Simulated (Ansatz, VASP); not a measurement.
**GePt: VASP beside Ansatz**

```
Ge Pt
1.0
     5.74024    0.00000    0.00000
     0.00000    3.70083    0.00000
     0.00000    0.00000    6.09230
Ge Pt
4 4
Direct
  0.18487 0.25000 0.58804
  0.31513 0.75000 0.08804
  0.68487 0.25000 0.91196
  0.81513 0.75000 0.41196
  0.00078 0.25000 0.19116
  0.49922 0.75000 0.69116
  0.50078 0.25000 0.30884
  0.99922 0.75000 0.80884
```

Alike in both runs: functional PBEsol; k mesh 6 × 10 × 6; occupations gaussian, width 0.1 eV; no spin polarisation.

Ansatz relaxed the structure, and its values are those at the end. VASP's run is a single point on that final structure, the one shown.

|  | VASP | Ansatz |
| --- | --- | --- |
| version | VASP 6.6.1 | Ansatz 0.2.0 |
| potentials or method | VASP PAW PBE potentials, release 64 (Ge_d, Pt), cutoff 520 eV | scalar-relativistic, plane waves, PAW |
| valence electrons in the cell | 96 | 128 |

|  | VASP | Ansatz | Ansatz less VASP |
| --- | --- | --- | --- |
| gap on the k mesh at the Fermi level (eV) | none | none | - |
| pressure (GPa) | 0.0 | 0.0 | 0.00 |

VASP's potentials were made for PBE, not for PBEsol. A gap of «none» marks a metal or a gap that the smearing closes. VASP's potentials hold 96 valence electrons a cell and Ansatz's 128, so a difference there can come from the potentials and not from the codes.

Neither program's run includes spin-orbit coupling.
